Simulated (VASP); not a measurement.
Crystal: B.

```
B
1.0
     3.95053    0.00000    0.00000
    -1.97526    3.42126    0.00000
     0.00000    0.00000    3.81787
B
6
Direct
  0.00000 0.33333 0.71940
  0.00000 0.66667 0.28060
  0.33333 0.00000 0.38607
  0.33333 0.33333 0.61393
  0.66667 0.00000 0.94727
  0.66667 0.66667 0.05273
```

```yaml
Program: VASP 6.6.1
Task: relaxation of cell and atoms
Functional: PBE
Potentials_or_basis: VASP PAW PBE potentials, release 64 (B)
Cutoff: 600 eV
k_mesh: 6 × 6 × 4
Occupations: gaussian, width 0.1 eV
Spin: no spin polarisation
```

At the start: pressure 39.0 GPa; volume 8.60 Å³/atom.

Task: Where does the relaxation end?

Result: Over 34 steps the energy falls by 887.5 meV/atom and the volume is 8.65 Å³/atom (+0.6 %); space group P6_422 (No. 181, to 0.05 Å).

Step by step:
```tsv
step	energy change (eV)	largest force (eV/Å)	pressure (GPa)	volume (Å³)
1	0.0000	8.3649	39.00	51.60
2	0.2364	8.1498	-0.82	68.31
3	-0.2961	7.3136	-3.84	66.09
4	-0.8824	6.7142	-6.73	63.97
5	-2.7721	4.5013	-6.32	57.63
6	-3.0142	3.0540	3.92	54.58
7	-3.0535	3.6224	-1.29	55.73
8	-4.4227	1.0479	-20.18	57.90
9	-4.4384	0.9315	-19.65	57.61
10	-4.8888	2.4043	2.52	50.47
11	-5.0318	1.3516	-6.45	52.54
12	-5.2017	0.7523	2.06	49.94
13	-5.2288	0.2212	-0.69	50.60
14	-5.2394	0.1314	0.46	50.30
15	-5.2419	0.1215	1.39	50.08
16	-5.2466	0.0958	0.58	50.38
17	-5.2469	0.1312	0.34	50.47
18	-5.2506	0.1152	-0.34	50.79
19	-5.2528	0.1731	-1.30	51.25
20	-5.2547	0.1698	-1.31	51.31
21	-5.2603	0.1589	-1.39	51.49
22	-5.2710	0.1362	-1.64	51.85
23	-5.2866	0.1023	-2.58	52.58
24	-5.2604	0.0903	-6.17	54.05
25	-5.2892	0.0977	-3.06	52.84
26	-5.2988	0.0783	-2.63	52.75
27	-5.3159	0.0427	-1.64	52.45
28	-5.3173	0.0715	-1.37	52.34
29	-5.3201	0.0335	-0.69	52.13
30	-5.3215	0.0774	0.17	51.87
31	-5.3230	0.0270	0.37	51.81
32	-5.3236	0.0711	0.58	51.74
33	-5.3248	0.0480	0.30	51.83
34	-5.3252	0.0390	0.02	51.92
```

Final structure:
```
CELL_PARAMETERS angstrom
4.20214 0.00000 0.00000
-2.10107 3.63916 0.00000
0.00000 0.00000 3.39547
ATOMIC_POSITIONS crystal
B 0.95643 0.33353 0.66688
B 0.95643 0.62290 0.33312
B 0.37710 0.04357 0.33354
B 0.37710 0.33353 0.66646
B 0.66647 0.04357 0.99979
B 0.66647 0.62290 0.00021
```

Caveat: the k points lie up to 0.46 Å⁻¹ apart in the final cell.
